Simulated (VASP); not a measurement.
# AlNi3 (Fm-3m) in VASP: notebook

Runs on AlNi3. Level: PBE. Tasks: single point.

Program: VASP 6.6.1. These are calculated values, not measurements. Logs are shortened: lines on timing, memory, paths and dates and some standing lists are left out, and cuts for length are marked.

### 1 The cell of the first run

The structure is cubic, space group Fm-3m (No. 225). The conventional cell has a = 5.604 Å, b = 5.604 Å, c = 5.604 Å, α = 90.00°, β = 90.00°, γ = 90.00°. Al (site symmetry m-3m) has 14 Ni at 2.43 to 2.80 Å within 3.2 Å. Within 3.2 Å of Ni (site symmetry -43m) lie 4 Al at 2.43 Å and 10 Ni at 2.43 to 2.80 Å. Within 3.2 Å of Ni (site symmetry m-3m) lie 8 Ni at 2.43 Å and 6 Al at 2.80 Å.

### 2 Single point, PBE

The input, INCAR:

```
  ALGO = Normal
  EDIFF = 1E-7
  ENCUT = 520
  GGA = PE
  ISIF = 2
  ISMEAR = 0
  LASPH = True
  LCHARG = False
  LREAL = False
  LWAVE = False
  NBANDS = 24
  NELM = 80
  PREC = Accurate
  SIGMA = 0.1
```

The input, KPOINTS:

```
k-points
0
Gamma
  12 12 12
```

The input, POSCAR:

```
AlNi3
1.0
    0.0000000000      2.8018887551      2.8018887551
    2.8018887551      0.0000000000      2.8018887551
    2.8018887551      2.8018887551      0.0000000000
Al Ni
1 3
Direct
    0.5000000000      0.5000000000      0.5000000000
    0.2500000000      0.2500000000      0.2500000000
    0.0000000000      0.0000000000      0.0000000000
    0.7500000000      0.7500000000      0.7500000000
```

Potentials or basis: VASP PAW PBE potentials, release 64 (Al, Ni).

Launch:

```console
$ cat potpaw_PBE.64/Al/POTCAR potpaw_PBE.64/Ni/POTCAR > POTCAR
$ mpirun -np 1 vasp_std > vasp.out
```

OUTCAR:

```text
EDIFF = 1E-7
   ENCUT = 520
   GGA = PE
   ISIF = 2
   ISMEAR = 0
   LASPH = True
   LREAL = False
   NELM = 80
   PREC = Accurate

 ion  position               nearest neighbor table
   1  0.500  0.500  0.500-   2 2.43   4 2.43   2 2.43   2 2.43   4 2.43   2 2.43   4 2.43   4 2.43
                             3 2.80   3 2.80   3 2.80   3 2.80   3 2.80   3 2.80
   2  0.250  0.250  0.250-   3 2.43   1 2.43   3 2.43   1 2.43   3 2.43   3 2.43   1 2.43   1 2.43
                             4 2.80   4 2.80   4 2.80   4 2.80   4 2.80   4 2.80
   3  0.000  0.000  0.000-   4 2.43   2 2.43   4 2.43   2 2.43   4 2.43   4 2.43   2 2.43   2 2.43
                             1 2.80   1 2.80   1 2.80   1 2.80   1 2.80   1 2.80
   4  0.750  0.750  0.750-   1 2.43   3 2.43   1 2.43   1 2.43   3 2.43   1 2.43   3 2.43   3 2.43
                             2 2.80   2 2.80   2 2.80   2 2.80   2 2.80   2 2.80

  LATTYP: Found a face centered cubic cell.
 ALAT       =     5.6037775102

  Lattice vectors:

 A1 = (   0.0000000000,   2.8018887551,   2.8018887551)
 A2 = (   2.8018887551,   0.0000000000,   2.8018887551)
 A3 = (   2.8018887551,   2.8018887551,   0.0000000000)

Analysis of symmetry for initial positions (statically):
=====================================================================
 Subroutine PRICEL returns:
 Original cell was already a primitive cell.

 Routine SETGRP: Setting up the symmetry group for a
 face centered cubic supercell.

 Subroutine GETGRP returns: Found 48 space group operations
 (whereof 48 operations were pure point group operations)
 out of a pool of 48 trial point group operations.

The static configuration has the point symmetry O_h .

Analysis of symmetry for dynamics (positions and initial velocities):
=====================================================================
 Subroutine PRICEL returns:
 Original cell was already a primitive cell.

 Routine SETGRP: Setting up the symmetry group for a
 face centered cubic supercell.

 Subroutine GETGRP returns: Found 48 space group operations
 (whereof 48 operations were pure point group operations)
 out of a pool of 48 trial point group operations.

The dynamic configuration has the point symmetry O_h .

 Subroutine INISYM returns: Found 48 space group operations
 (whereof 48 operations are pure point group operations),
 and found     1 'primitive' translations

----------------------------------------------------------------------------------------

                                     Primitive cell

  volume of cell :      43.9929

  direct lattice vectors                    reciprocal lattice vectors
     0.000000000  2.801888755  2.801888755    -0.178451053  0.178451053  0.178451053
     2.801888755  0.000000000  2.801888755     0.178451053 -0.178451053  0.178451053
     2.801888755  2.801888755  0.000000000     0.178451053  0.178451053 -0.178451053

  length of vectors
     3.962469078  3.962469078  3.962469078     0.309086291  0.309086291  0.309086291

  position of ions in fractional coordinates (direct lattice)
     0.500000000  0.500000000  0.500000000
     0.250000000  0.250000000  0.250000000
     0.000000000  0.000000000  0.000000000
     0.750000000  0.750000000  0.750000000

  ion indices of the primitive-cell ions
   primitive index   ion index
                 1           1
                 2           2
                 3           3
                 4           4

----------------------------------------------------------------------------------------

 KPOINTS: k-points

Automatic generation of k-mesh.
 Grid dimensions read from file:
 generate k-points for:   12   12   12

 Generating k-lattice:

  Cartesian coordinates                     Fractional coordinates (reciprocal lattice)
    -0.014870921  0.014870921  0.014870921     0.083333333  0.000000000  0.000000000
     0.014870921 -0.014870921  0.014870921     0.000000000  0.083333333  0.000000000
     0.014870921  0.014870921 -0.014870921     0.000000000  0.000000000  0.083333333

  Length of vectors
     0.025757191  0.025757191  0.025757191

  Shift w.r.t. Gamma in fractional coordinates (k-lattice)
     0.000000000  0.000000000  0.000000000

 Subroutine IBZKPT returns following result:
 ===========================================

 Found     72 irreducible k-points:

 Following reciprocal coordinates:
            Coordinates               Weight
  0.000000  0.000000  0.000000      1.000000
  0.083333  0.000000  0.000000      8.000000
  0.166667  0.000000  0.000000      8.000000
  0.250000  0.000000  0.000000      8.000000
  0.333333  0.000000  0.000000      8.000000
  0.416667  0.000000  0.000000      8.000000
[... 16 lines left out ...]
  0.500000  0.166667  0.000000     24.000000
 -0.416667  0.166667  0.000000     24.000000
 [... further k-points ...]
   k-points           NKPTS =     72   k-points in BZ     NKDIM =     72   number of bands    NBANDS=     24
   number of dos      NEDOS =    301   number of ions     NIONS =      4
   total plane-waves  NPLWV =  27000
   dimension x,y,z NGX =    30 NGY =   30 NGZ =   30
   dimension x,y,z NGXF=    60 NGYF=   60 NGZF=   60
   ions per type =               1   3
   NGX,Y,Z   is equivalent  to a cutoff of  12.59, 12.59, 12.59 a.u.
   NGXF,Y,Z  is equivalent  to a cutoff of  25.17, 25.17, 25.17 a.u.
 SYSTEM =  unknown system
   PREC   = accura    normal or accurate (medium, high low for compatibility)
   ISTART =      0    job   : 0-new  1-cont  2-samecut
   ICHARG =      2    charge: 1-file 2-atom 10-const
   ISPIN  =      1    spin polarized calculation?
   LNONCOLLINEAR =      F non collinear calculations
   LSORBIT =      F    spin-orbit coupling
   LASPH  =      T    aspherical Exc in radial PAW
   ENCUT  =  520.0 eV  38.22 Ry    6.18 a.u.   7.37  7.37  7.37*2*pi/ulx,y,z
   NELM   =     80;   NELMIN=  2; NELMDL= -5     # of ELM steps
   EDIFF  = 0.1E-06   stopping-criterion for ELM
   LREAL  =      F    real-space projection
   EDIFFG = 0.1E-05   stopping-criterion for IOM
   NSW    =      0    number of steps for IOM
   IBRION =     -1    ionic relax: 0-MD 1-quasi-New 2-CG
   NFREE  =      0    steps in history (QN), initial steepest desc. (CG)
   ISIF   =      2    stress and relaxation
   ISYM   =      2    0-nonsym 1-usesym 2-fastsym
   POTIM  = 0.5000    time-step for ionic-motion
   TEBEG  =    0.0;   TEEND  =   0.0 temperature during run
   PSTRESS=    0.0 pullay stress
   NELECT =      33.0000    total number of electrons
   NUPDOWN=      -1.0000    fix difference up-down
   EMIN   =  10.00;   EMAX   =-10.00  energy-range for DOS
   EFERMI =   0.00;   METHOD = LEGACY
   ISMEAR =     0;   SIGMA  =   0.10  broadening in eV -4-tet -1-fermi 0-gaus
   EFERMI_NEDOS =   21; number of points for ismear=-14 and -15
   IALGO  =     38    algorithm
   IMIX   =      4    mixing-type and parameters
     AMIX     =   0.40;   BMIX     =  1.00
     AMIX_MAG =   1.60;   BMIX_MAG =  1.00
  volume/ion in A,a.u.               =      11.00        74.22
  Fermi-wavevector in a.u.,A,eV,Ry     =   1.487483  2.810935 30.104316  2.212605
  Thomas-Fermi vector in A             =   2.600638
   LORBIT       =      0    0 simple, 1 ext, 2 COOP (PROOUT), +10 PAW based schemes
   GGA     = PE    functional components
   LHFCALC =     F    Hartree Fock is set to
   AEXX    =    0.0000 exact exchange contribution
   IVDW    =     0    specifies the selected vdW correction
   LEPSILON=     F    determine dielectric tensor
   LRPA    =     F    only Hartree local field effects (RPA)
 non-spin polarized calculation
 Gauss-broadening in eV      SIGMA  =   0.10
  energy-cutoff  :      520.00
  volume of cell :       43.99
 maximum number of plane-waves:      1243
 NGX is ok and might be reduce to    30
   NGX = 15   NGY = 15   NGZ = 15

 number of electron      33.0000016 magnetization

 Free energy of the ion-electron system (eV)
  ---------------------------------------------------
  ext. energy  EPLUGINS =         0.00000000
  ---------------------------------------------------
  free energy    TOTEN  =       -21.66182394 eV

  energy without entropy =      -21.65005332  energy(sigma->0) =      -21.65593863

 E-fermi :   9.9691     XC(G=0): -12.8136

 val. band max:        9.9611715325   @ k =   0.5000   0.1667   0.0833
 cond. band min:       9.9750095062   @ k =  -0.4167   0.4167   0.0000
 fundamental gap:      0.0138379737
 Fermi energy:         9.9691050253

 k-point     1 :       0.0000    0.0000    0.0000
  band No.  band energies     occupation
      1      -0.2338      2.00000
      2       6.3615      2.00000
      3       6.3615      2.00000
      4       6.4831      2.00000
      5       6.4831      2.00000
      6       6.4831      2.00000
[... 16 lines left out ...]
     23      17.1475      0.00000
     24      18.7069      0.00000

 k-point     2 :       0.0833    0.0000    0.0000
  band No.  band energies     occupation
      1      -0.1304      2.00000
      2       6.3154      2.00000
      3       6.3154      2.00000
      4       6.4270      2.00000
      5       6.5848      2.00000
      6       6.5848      2.00000
[... 16 lines left out ...]
     23      17.6170      0.00000
     24      18.4489      0.00000

 k-point     3 :       0.1667    0.0000    0.0000
  band No.  band energies     occupation
      1       0.1770      2.00000
      2       6.2521      2.00000
      3       6.2888      2.00000
      4       6.2888      2.00000
      5       6.7677      2.00000
      6       6.7677      2.00000
[... 16 lines left out ...]
     23      18.0535      0.00000
     24      18.3575      0.00000

 k-point     4 :       0.2500    0.0000    0.0000
  band No.  band energies     occupation
      1       0.6794      2.00000
      2       5.8797      2.00000
      3       6.3102      2.00000
      4       6.3102      2.00000
      5       6.9708      2.00000
      6       6.9708      2.00000
[... 16 lines left out ...]
     23      18.1468      0.00000
     24      19.0380      0.00000

 k-point     5 :       0.3333    0.0000    0.0000
  band No.  band energies     occupation
      1       1.3598      2.00000
      2       5.1845      2.00000
      3       6.3641      2.00000
      4       6.3641      2.00000
      5       7.1481      2.00000
      6       7.1481      2.00000
[... 16 lines left out ...]
     23      18.1330      0.00000
     24      20.1138      0.00000

 k-point     6 :       0.4167    0.0000    0.0000
  band No.  band energies     occupation
      1       2.1831      2.00000
      2       4.2571      2.00000
      3       6.4202      2.00000
      4       6.4202      2.00000
      5       7.1936      2.00000
      6       7.2531      2.00000
[... 16 lines left out ...]
     23      18.1081      0.00000
     24      21.3023      0.00000
[... 379 lines left out ...]
 k-point    21 :       0.3333    0.1667    0.0000
  band No.  band energies     occupation
      1       1.2320      2.00000
      2       5.4593      2.00000
      3       6.3715      2.00000
      4       6.6492      2.00000
      5       6.8506      2.00000
      6       7.0298      2.00000
[... 16 lines left out ...]
     23      17.8952      0.00000
     24      20.1492      0.00000

 k-point    22 :       0.4167    0.1667    0.0000
  band No.  band energies     occupation
      1       1.9452      2.00000
      2       4.9562      2.00000
      3       6.1297      2.00000
      4       6.6803      2.00000
      5       6.8394      2.00000
      6       7.1565      2.00000
[... 16 lines left out ...]
     23      17.9017      0.00000
     24      20.0773      0.00000

 k-point    23 :       0.5000    0.1667    0.0000
  band No.  band energies     occupation
      1       2.7564      2.00000
      2       4.1718      2.00000
      3       6.0635      2.00000
      4       6.6615      2.00000
      5       6.8478      2.00000
      6       7.2229      2.00000
[... 16 lines left out ...]
     23      19.2667      0.00000
     24      20.0486      0.00000

 k-point    24 :      -0.4167    0.1667    0.0000
  band No.  band energies     occupation
      1       2.9936      2.00000
      2       3.9435      2.00000
      3       6.0833      2.00000
      4       6.5731      2.00000
      5       6.8374      2.00000
      6       7.2499      2.00000
[... 16 lines left out ...]
     23      20.0610      0.00000
     24      20.6821      0.00000

 [... further k-points ...]
[... 5 lines left out ...]
  --------------------------------------------------------------------------------------
  -------------------------------------------------------------------------------------
  Total        1.9307950      1.9307950      1.9307950      0.0000000      0.0000000      0.0000000
  in kB       70.3176084     70.3176084     70.3176084      0.0000000      0.0000000      0.0000000
  external PRESSURE =      70.3176084 kB  Pullay stress =       0.0000000 kB

 VOLUME and BASIS-vectors are now :
 -----------------------------------------------------------------------------
  energy-cutoff  :      520.00
  volume of cell :       43.99
      direct lattice vectors                 reciprocal lattice vectors
     0.000000000  2.801888755  2.801888755    -0.178451053  0.178451053  0.178451053
     2.801888755  0.000000000  2.801888755     0.178451053 -0.178451053  0.178451053
     2.801888755  2.801888755  0.000000000     0.178451053  0.178451053 -0.178451053

 POSITION                                       TOTAL-FORCE (eV/Angst)
 -----------------------------------------------------------------------------------
      2.80189      2.80189      2.80189        -0.000000      0.000000     -0.000000
      1.40094      1.40094      1.40094         0.000000      0.000000      0.000000
      0.00000      0.00000      0.00000        -0.000000      0.000000     -0.000000
      4.20283      4.20283      4.20283        -0.000000     -0.000000      0.000000
 -----------------------------------------------------------------------------------
    total drift:                                0.000000     -0.000000      0.000000

  FREE ENERGIE OF THE ION-ELECTRON SYSTEM (eV)
  ---------------------------------------------------
  free  energy   TOTEN  =       -21.6618239353 eV

  energy  without entropy=      -21.6500533200  energy(sigma->0) =      -21.65593863
```

It took 2 min on 1 thread of Intel Xeon 8259CL, shared host; peak memory 0.21 GiB.

Results:

| Quantity | Value |
| --- | --- |
| Free energy | -21.6618 eV |
| Pressure | 7.0 GPa |
| Band gap on the k mesh | zero (an odd number of electrons rules out a gap without spin polarisation) |

Caveat: the cell stands under pressure. Spin polarisation is off, so any magnetic state and its effect on volume and gap are missing.

### 3 Single point, PBE

The input, INCAR:

```
SYSTEM = AlNi3
PREC     = Accurate       ! precision mode
ENCUT    = 520            ! plane-wave cutoff, eV
EDIFF    = 1E-6           ! SCF threshold, eV
ISMEAR   = 0              ! smearing method
SIGMA    = 0.1            ! smearing width, eV
LREAL    = .False.        ! projectors in reciprocal space
LASPH    = .True.         ! aspherical terms in the spheres
NELM     = 100            ! most SCF steps
ALGO     = Fast           ! electronic algorithm
ISIF     = 2              ! what is computed and relaxed
LWAVE    = .False.        ! write WAVECAR
LCHARG   = .False.        ! write CHGCAR
GGA      = PE             ! functional
NBANDS   = 24             ! bands
```

The input, KPOINTS:

```
Automatic mesh
0
Gamma
  16 16 16
  0 0 0
```

POSCAR is that of step 2.

Potentials or basis: VASP PAW PBE potentials, release 64 (Al, Ni).

Launch:

```console
$ cat potpaw_PBE.64/Al/POTCAR potpaw_PBE.64/Ni/POTCAR > POTCAR
$ mpirun -np 1 vasp_std > vasp.out
```

Run time: 4.7 min. Hardware: 1 thread of Intel Xeon 8259CL, shared host; peak memory 0.26 GiB.

The run converged. Its results:

- Free energy: -21.6621 eV
- Pressure: 7.1 GPa
- Band gap on the k mesh: zero (an odd number of electrons rules out a gap without spin polarisation)

Levels at points of the mesh, in eV from the Fermi level:
```tsv
k point	band 14	band 15	band 16	band 17	band 18	band 19
(0.00, 0.00, 0.00)	-0.56	-0.52	-0.52	5.46	5.46	5.46
(0.50, 0.00, 0.00)	-0.65	-0.47	-0.47	-0.14	4.35	4.35
(0.50, 0.50, 0.00)	-0.74	-0.59	-0.38	-0.35	-0.35	-0.04
```

Caveat: the cell stands under pressure.

### 4 Single point, PBE

The input, INCAR:

```
SYSTEM = AlNi3
PREC = Accurate
ENCUT = 520
EDIFF = 1E-6
ISMEAR = 0
SIGMA = 0.01
LREAL = .FALSE.
LASPH = .TRUE.
NELM = 100
ALGO = Normal
ISIF = 2
LWAVE = .FALSE.
LCHARG = .FALSE.
GGA = PE
NBANDS = 24
```

The input, KPOINTS:

```
Automatic mesh
0
G
  14 14 14
  0 0 0
```

POSCAR is that of step 3.

Launch:

```console
$ cat potpaw_PBE.64/Al/POTCAR potpaw_PBE.64/Ni/POTCAR > POTCAR
$ mpirun -np 1 vasp_std > vasp.out
```

Wall time 2.3 min (1 thread of Intel Xeon 8259CL, shared host); peak memory 0.24 GiB.

It converged, with:

```
Free energy            : -21.6556 eV
Pressure               : 7.1 GPa
Band gap on the k mesh : zero (an odd number of electrons rules out a gap without spin polarisation)
```

Levels at points of the mesh, in eV from the Fermi level:
| k point | band 12 | band 13 | band 14 | band 15 | band 16 | band 17 | band 18 | band 19 | band 20 | band 21 |
| --- | --- | --- | --- | --- | --- | --- | --- | --- | --- | --- |
| (0.00, 0.00, 0.00) | -0.92 | -0.58 | -0.58 | -0.54 | -0.54 | 5.45 | 5.45 | 5.45 | 5.89 | 5.89 |
| (0.50, 0.00, 0.00) | -1.74 | -0.66 | -0.66 | -0.49 | -0.49 | -0.16 | 4.33 | 4.33 | 4.78 | 4.78 |
| (0.50, 0.50, 0.00) | -1.19 | -1.07 | -0.76 | -0.61 | -0.39 | -0.36 | -0.36 | -0.05 | 4.27 | 4.66 |

Caveat: the cell stands under pressure.

### 5 Summary

| k mesh | smearing | gap on the mesh (eV) | pressure (GPa) |
| --- | --- | --- | --- |
| 12 × 12 × 12 | gaussian 0.1 eV | none | 7.0 |
| 16 × 16 × 16 | gaussian 0.1 eV | none | 7.1 |
| 14 × 14 × 14 | gaussian 0.01 eV | none | 7.1 |

Alike in all rows: task single point; level PBE; potentials or basis VASP PAW PBE potentials, release 64 (Al, Ni); no spin polarisation; cell as given; cutoff (eV) 520.

Caveats: the cell stands under pressure.

Absolute energies hang on the potentials; compare differences alone.
